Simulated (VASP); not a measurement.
A run of VASP 6.6.1:

The input INCAR:

```
SYSTEM = Tc
  ALGO = Normal
  EDIFF = 1E-6
  ENCUT = 520
  GGA = PE
  ISIF = 2
  ISMEAR = 0
  LASPH = .True.
  LCHARG = .True.
  LELF = .True.
  LREAL = .False.
  LVHAR = .True.
  LWAVE = .False.
  NBANDS = 20
  NELM = 100
  PREC = Accurate
  SIGMA = 0.05
```

File KPOINTS:

```
k-points
0
Gamma
  18 18 10
  0 0 0
```

POSCAR

```
Tc
1.0
    2.7520648162      0.0000000000      0.0000000000
   -1.3760324081      2.3833580437      0.0000000000
    0.0000000000      0.0000000000      4.4006370572
Tc
2
Direct
    0.3333333333      0.6666666667      0.7500000000
    0.6666666667      0.3333333333      0.2500000000
```

Potentials or basis: VASP PAW PBE potentials, release 64 (Tc_pv).

Run with:

```sh
$ cat potpaw_PBE.64/Tc_pv/POTCAR > POTCAR
$ mpirun -np 1 vasp_std > vasp.out
```

Hardware: 1 thread of AMD EPYC 9R45 96-Core Processor (Zen 5) (shared host).

Q: How long does it take, and how much memory?

A: Wall time 43 s on 1 thread of AMD EPYC 9R45 96-Core Processor (Zen 5), with other jobs on the host, peak memory 0.19 GiB. Counts: scf iterations 11, k points 222.
